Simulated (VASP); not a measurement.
Wanted: the native input for a VASP 6.6.1 run.

```
Task                   : single point
Functional             : PBE
Potentials or basis    : VASP PAW PBE potentials, release 64 (Sn_d, Se)
Cutoff                 : 520 eV
k mesh                 : 6 × 6 × 3
Occupations            : gaussian, width 0.01 eV
Spin                   : no spin polarisation
Dipole correction      : no
Further INCAR settings : ALGO = Normal; EDIFF = 1e-06; NBANDS = 20
```

The structure of SnSe2 lies in POSCAR:

```
SnSe2
1.0
    3.9340195200      0.0000000000      0.0000000000
   -1.9670097600      3.4069608394      0.0000000000
    0.0000000000      0.0000000000      6.3340707884
Sn Se
1 2
Direct
    0.0000000000      0.0000000000      0.0000000000
    0.3333333333      0.6666666667      0.2490000000
    0.6666666667      0.3333333333      0.7510000000
```

These files were run (other wordings do the same):

INCAR

```
PREC = Accurate
ENCUT = 520
EDIFF = 1E-6
ISMEAR = 0
SIGMA = 0.01
LREAL = F
LASPH = T
NELM = 100
ALGO = Normal
ISIF = 2
LWAVE = F
LCHARG = F
GGA = PE
NBANDS = 20
```

KPOINTS

```
regular mesh
0
Gamma
  6 6 3
```

Potentials or basis: VASP PAW PBE potentials, release 64 (Sn_d, Se).

Command:

```sh
$ cat potpaw_PBE.64/Sn_d/POTCAR potpaw_PBE.64/Se/POTCAR > POTCAR
$ mpirun -np 1 vasp_std > vasp.out
```

It gave:

```yaml
Pressure: -0.7 GPa
Largest_force: 0.061 eV/Å
Band_gap_on_the_k_mesh: 0.68 eV, indirect (least direct gap 0.73 eV)
```

Caveat: spin-orbit coupling is left out, which moves the levels of the heavy elements; this functional lacks dispersion, which binds the layers, so the pressure and a relaxed spacing across them are unreliable.

Wall time 50 s on 1 thread of Intel Xeon 6975P-C (shared host), peak memory 0.2 GiB.
